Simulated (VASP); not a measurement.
Write the native input for VASP 6.6.1 that does the following.

* Task: single point
* Functional: PBE
* Potentials or basis: VASP PAW PBE potentials, release 64 (B, As)
* Cutoff: 500 eV
* k mesh: 10 × 10 × 10
* Occupations: fermi-dirac, width 0.02 eV
* Spin: no spin polarisation
* Dipole correction: no
* Further INCAR settings: ALGO = Normal; EDIFF = 1e-06; NBANDS = 11

The structure of BAs lies in POSCAR:

```
BAs
1.0
    0.0000000000      2.3201115792      2.4249743297
    2.3201115792      0.0000000000      2.4249743297
    2.3201115792      2.3201115792      0.0000000000
B As
1 1
Direct
    0.0000000000      0.0000000000      0.0000000000
    0.2500000000      0.2500000000      0.2500000000
```

This cell differs from its parent crystal: epitaxial xy strain -3.0%.

These files were run (other wordings do the same):

INCAR

```
SYSTEM = BAs
PREC = Accurate
ENCUT = 500
EDIFF = 1E-6
ISMEAR = -1
SIGMA = 0.02
LREAL = .False.
LASPH = .True.
NELM = 120
ALGO = Normal
ISIF = 2
LWAVE = .False.
LCHARG = .False.
GGA = PE
NBANDS = 11
GGA_COMPAT = .False.
```

KPOINTS

```
regular mesh
0
Gamma
  10 10 10
  0 0 0
```

Potentials or basis: VASP PAW PBE potentials, release 64 (B, As).

Command:

```console
$ cat potpaw_PBE.64/B/POTCAR potpaw_PBE.64/As/POTCAR > POTCAR
$ mpirun -np 1 vasp_std > vasp.out
```

Results of the run:

| Property | Result |
| --- | --- |
| Pressure | 10.2 GPa |
| Band gap on the k mesh | 0.79 eV, indirect (least direct gap 3.10 eV) |

Caveat: the cell differs from its parent crystal (epitaxial xy strain -3.0%).

Run time: 11 s on 1 thread of AMD EPYC 9R45 96-Core Processor (Zen 5) (shared host), peak memory 0.13 GiB.
